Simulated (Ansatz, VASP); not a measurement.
Two plane-wave programs on Cu

INCAR

```
PREC = Accurate
ENCUT = 820
EDIFF = 1E-6
ISMEAR = -1
SIGMA = 0.1
LREAL = F
LASPH = T
NELM = 120
ALGO = Normal
ISIF = 2
LWAVE = F
LCHARG = F
NBANDS = 46
GGA_COMPAT = F
```

The input KPOINTS:

```
Automatic mesh
0
Gamma
  7 7 2
```

The input POSCAR:

```
Cu
1.0
    2.5307600000      0.0000000000      0.0000000000
   -1.2653800000      2.1917100000      0.0000000000
    0.0000000000      0.0000000000      8.2618200000
Cu
4
Direct
    0.9925800000      0.9985900000      0.9998000000
    0.3255805529      0.6569400000      0.2506100000
    0.0082400000      0.0061200000      0.5010500000
    0.6724400000      0.3369600000      0.7519600000
```

Input for Ansatz:

```yaml
crystal:
  lattice:
    - [2.53076, 0.0, 0.0]
    - [-1.26538, 2.19171, 0.0]
    - [0.0, 0.0, 8.26182]
  atoms:
    - { symbol: Cu, position: [0.99258, 0.99859, 0.9998] }
    - { symbol: Cu, position: [0.3255805528773965, 0.65694, 0.25061] }
    - { symbol: Cu, position: [0.00824, 0.00612, 0.50105] }
    - { symbol: Cu, position: [0.67244, 0.33696, 0.75196] }
basis:
  ecutwfc: 540.0
  xc_grid: 2
kpoints:
  mp_grid:
    grid: [7, 7, 2]
hamiltonian:
  xc: lda
scf:
  convergence:
    dr2_threshold: 1.0e-09
  occupations:
    method: fermi_dirac
    width: 0.1
output:
  forces: true
  stress: true
```

Alike in both runs: task single point; functional LDA; k mesh 7 × 7 × 2; occupations fermi-dirac, width 0.1 eV; no spin polarisation.

```csv
,VASP,Ansatz
version,VASP 6.6.1,Ansatz 0.2.0
potentials or method,"VASP PAW LDA potentials, release 64 (Cu_sv_GW), cutoff 820 eV","plane waves, PAW"
valence electrons in the cell,76,76
```

```tsv
	VASP	Ansatz	Ansatz less VASP
pressure (GPa)	-10.1	-8.8	+1.29
traceless stress, the component that is largest in VASP (GPa)	-0.27	-0.27	-0.003
rms of the force components (eV/Å)	0.042	0.042	-0.0003
```

LDA's correlation is that of Perdew and Zunger in VASP and of Perdew and Wang (1992) in Ansatz. Atom by atom the forces differ by 0.001 eV/Å (rms over components). Ansatz's warnings: stress scf threshold loose.

The k mesh is coarse, so the values compare programs but aren't converged.
